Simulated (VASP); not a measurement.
A run of VASP 6.6.1 is set up as follows.

The input INCAR:

```
SYSTEM = Sn
ALGO = Normal
EDIFF = 1E-6
EDIFFG = -0.002
ENCUT = 600
GGA = PS
IBRION = 2
ISIF = 3
ISMEAR = -1
LASPH = .TRUE.
LCHARG = .FALSE.
LREAL = .FALSE.
LWAVE = .FALSE.
NELM = 60
NSW = 100
PREC = Accurate
PSTRESS = 150.0
SIGMA = 0.08
```

File KPOINTS:

```
k-points
0
G
  14 14 14
  0 0 0
```

Contents of POSCAR:

```
Sn
1.0
    0.0000000000      3.2701694453      3.2701694453
    3.2701694453      0.0000000000      3.2701694453
    3.2701694453      3.2701694453      0.0000000000
Sn
2
Direct
    0.5000000000      0.5000000000      0.5000000000
    0.7500000000      0.7500000000      0.7500000000
```

Potentials or basis: VASP PAW PBE potentials, release 64 (Sn_d).

Launch:

```bash
$ cat potpaw_PBE.64/Sn_d/POTCAR > POTCAR
$ mpirun -np 1 vasp_std > vasp.out
```

Question: What does it give for the space group after relaxing (to 0.1 Å)?

Answer: Fd-3m (No. 227).

Question: Predict the relaxed cell.

Answer: a = 4.305 Å, b = 4.305 Å, c = 4.305 Å, α = 60.00°, β = 60.00°, γ = 60.00°.

The path:
| step | energy change (eV) | largest force (eV/Å) | pressure (GPa) | volume (Å³) |
| --- | --- | --- | --- | --- |
| 1 | 0.0000 | 0.0000 | -0.03 | 69.94 |
| 2 | 3.9757 | 0.0000 | 73.70 | 41.72 |
| 3 | 0.4267 | 0.0000 | 13.24 | 57.40 |
| 4 | 0.4858 | 0.0000 | 14.46 | 56.71 |
| 5 | 0.5127 | 0.0000 | 15.05 | 56.42 |
| 6 | 0.5071 | 0.0000 | 14.86 | 56.48 |
| 7 | 0.5117 | 0.0000 | 14.98 | 56.43 |
| 8 | 0.5120 | 0.0000 | 15.00 | 56.43 |

Caveat: the cell is relaxed towards a set pressure, so the run minimises the enthalpy, not the energy; the volume moved by over 15 % at a fixed basis, so the end points are rough; the PAW data sets were made with another functional, which shifts forces and pressure a little.
